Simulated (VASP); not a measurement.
BeS, 2 atoms in the cell. It takes space group F-43m (No. 216, cubic). The conventional cell has a = 4.869 Å, b = 4.869 Å, c = 4.869 Å, α = 90.00°, β = 90.00°, γ = 90.00°. Within 2.8 Å of Be (site symmetry -43m) lie 4 S at 2.11 Å. S (site symmetry -43m) has 4 Be at 2.11 Å within 2.8 Å. 

```yaml
Program: VASP 6.6.1
Task: G0W0 quasiparticle levels
Functional: PBE
Potentials_or_basis: VASP PAW PBE potentials, release 64 (Be_GW, S_GW)
Cutoff: 500 eV
k_mesh: 4 × 4 × 4
Occupations: gaussian, width 0.01 eV
Spin: no spin polarisation
Dipole_correction: no
GW_scheme: G0W0
GW_iterations: 1
Cutoff_of_the_response_function: 60
Frequency_points: 48
Empty_bands: 90
Further_INCAR_settings: ALGO = EVGW0; EDIFF = 1e-08; NBANDS = 94
```

Potentials or basis: VASP PAW PBE potentials, release 64 (Be_GW, S_GW).

Run with:

```sh
$ cat potpaw_PBE.64/Be_GW/POTCAR potpaw_PBE.64/S_GW/POTCAR > POTCAR
$ cp INCAR.step1 INCAR
$ mpirun -np 1 vasp_std > vasp.out
$ cp INCAR.step2 INCAR
$ mpirun -np 1 vasp_std > vasp.out
$ cp INCAR.step3 INCAR
$ mpirun -np 1 vasp_std > vasp.out
```

Hardware: 1 thread of AMD EPYC 9R45 96-Core Processor (Zen 5), on a shared host.

Problem. How long does it take, and how much memory?

Solution. Run time: 44 s on 1 thread of AMD EPYC 9R45 96-Core Processor (Zen 5), with other jobs on the host, peak memory 0.22 GiB. Counts: k points 8.
